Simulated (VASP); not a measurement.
Li2TaO2:

```xyz
5
Lattice="4.3189 0.0000 0.0000 -2.1594 3.7403 0.0000 0.0000 0.0000 3.6517" Properties=species:S:1:pos:R:3 pbc="T T T"
Li    0.0000    2.4935    1.8258
Li    2.1594    1.2468    1.8258
Ta    0.0000    0.0000    0.0000
O     0.0000    2.4935    0.0000
O     2.1594    1.2468    0.0000
```

```yaml
Program: VASP 6.6.1
Task: relaxation of cell and atoms
Functional: PBE
Potentials_or_basis: VASP PAW PBE potentials, release 64 (Li_sv, Ta_pv, O)
Cutoff: 600 eV
k_mesh: 6 × 6 × 6
Occupations: gaussian, width 0.1 eV
Spin: no spin polarisation
```

At the start: pressure -19.7 GPa; volume 11.80 Å³/atom.

Task: Where does the relaxation end?

Result: Over 7 steps the energy falls by 216.2 meV/atom and the volume is 9.75 Å³/atom (-17.4 %); space group P6/mmm (No. 191, to 0.05 Å).

Step by step:
```csv
step,energy change (eV),largest force (eV/Å),pressure (GPa),volume (Å³)
1,0.0000,0.0000,-19.73,58.99
2,-1.0442,0.0000,3.95,47.35
3,-1.0479,0.0000,1.97,47.87
4,-1.0791,0.0000,1.11,48.35
5,-1.0801,0.0000,1.00,48.45
6,-1.0807,0.0000,-0.56,48.90
7,-1.0810,0.0000,0.00,48.74
```

Final structure:
```xyz
5
Lattice="3.9182 0.0000 0.0000 -1.9591 3.3933 0.0000 0.0000 0.0000 3.6657" Properties=species:S:1:pos:R:3 pbc="T T T"
Li    0.0000    2.2622    1.8328
Li    1.9591    1.1311    1.8328
Ta    0.0000    0.0000    0.0000
O     0.0000    2.2622    0.0000
O     1.9591    1.1311    0.0000
```

Caveat: the cutoff is under 1.25 times the usual one of these potentials, so pressure, stress and relaxed cells hold a basis-set (Pulay) error; the volume moved by over 15 % at a fixed basis, so the end points are rough; an odd number of electrons without spin polarisation forces a metal; a magnetic or distorted state may lie lower.
